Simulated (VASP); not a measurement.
MgO, 12 atoms in the cell. It takes space group Fm-3m (No. 225, cubic). Conventional cell: a = 4.270 Å, b = 4.270 Å, c = 4.270 Å, α = 90.00°, β = 90.00°, γ = 90.00°. Within 2.8 Å of Mg (site symmetry m-3m) lie 6 O at 2.14 Å. Within 2.8 Å of O (site symmetry m-3m) lie 6 Mg at 2.14 Å. 

| Quantity | Value |
| --- | --- |
| Program | VASP 6.6.1 |
| Task | single point |
| Functional | LDA |
| Potentials or basis | VASP PAW LDA potentials, release 64 (Mg, O) |
| Cutoff | 520 eV |
| k mesh | 9 × 9 × 2 |
| Occupations | gaussian, width 0.05 eV |
| Spin | no spin polarisation |
| Dipole correction | no |
| Further INCAR settings | ALGO = Normal; EDIFF = 1e-06; NBANDS = 36 |

Potentials or basis: VASP PAW LDA potentials, release 64 (Mg, O).

The run is started by

```sh
$ cat potpaw_LDA.64/Mg/POTCAR potpaw_LDA.64/O/POTCAR > POTCAR
$ mpirun -np 1 vasp_std > vasp.out
```

Hardware: 1 thread of Intel Xeon 8259CL, on a shared host.

Task: How long does it take, and how much memory?

Result: Wall time 2.9 min on 1 thread of Intel Xeon 8259CL, on a shared host, peak memory 0.24 GiB. Counts: scf iterations 13, k points 24.
